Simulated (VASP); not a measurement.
Write the native input for VASP 6.6.1 that does the following.

* Task: single point
* Functional: PBEsol
* Potentials or basis: VASP PAW PBE potentials, release 64 (Ta_pv)
* Cutoff: 520 eV
* k mesh: 6 × 6 × 4
* Occupations: gaussian, width 0.1 eV
* Spin: no spin polarisation
* Dipole correction: no
* Further INCAR settings: ALGO = Normal; EDIFF = 1e-06; NBANDS = 30

The structure of Ta lies in POSCAR:

```
Ta
1.0
    1.5555590333     -5.0231194276      0.0000000000
    1.5555590333      5.0231194276      0.0000000000
    0.0000000000      0.0000000000      4.7129250472
Ta
4
Direct
    0.1353056887      0.8646943113      1.0000003869
    0.6353056887      0.3646943113      0.4999996131
    0.8646943113      0.1353056887     -0.0000003869
    0.3646943113      0.6353056887      0.5000003869
```

One way to write it, as run:

INCAR

```
SYSTEM = Ta
ALGO = Normal ; EDIFF = 1E-6
ENCUT = 520 ; GGA = PS
ISIF = 2 ; ISMEAR = 0
LASPH = .TRUE. ; LCHARG = .FALSE.
LREAL = .FALSE. ; LWAVE = .FALSE.
NBANDS = 30 ; NELM = 100
PREC = Accurate ; SIGMA = 0.1
```

KPOINTS

```
k-points
0
G
  6 6 4
  0 0 0
```

Potentials or basis: VASP PAW PBE potentials, release 64 (Ta_pv).

Run with:

```console
$ cat potpaw_PBE.64/Ta_pv/POTCAR > POTCAR
$ mpirun -np 1 vasp_std > vasp.out
```

Results of the run:

The pressure is 0.2 GPa, the largest force is 0.007 eV/Å and the band gap on the k mesh is zero (band 22 reaches 6.14 eV, above the bottom of band 23 at 4.88 eV).

Caveat: the PAW data sets were made with another functional, which shifts forces and pressure a little; spin-orbit coupling is left out, which moves the levels of the heavy elements.

Wall time 110 s on 1 thread of Intel(R) Xeon(R) Platinum 8488C (Sapphire Rapids), on a shared host, peak memory 0.25 GiB.
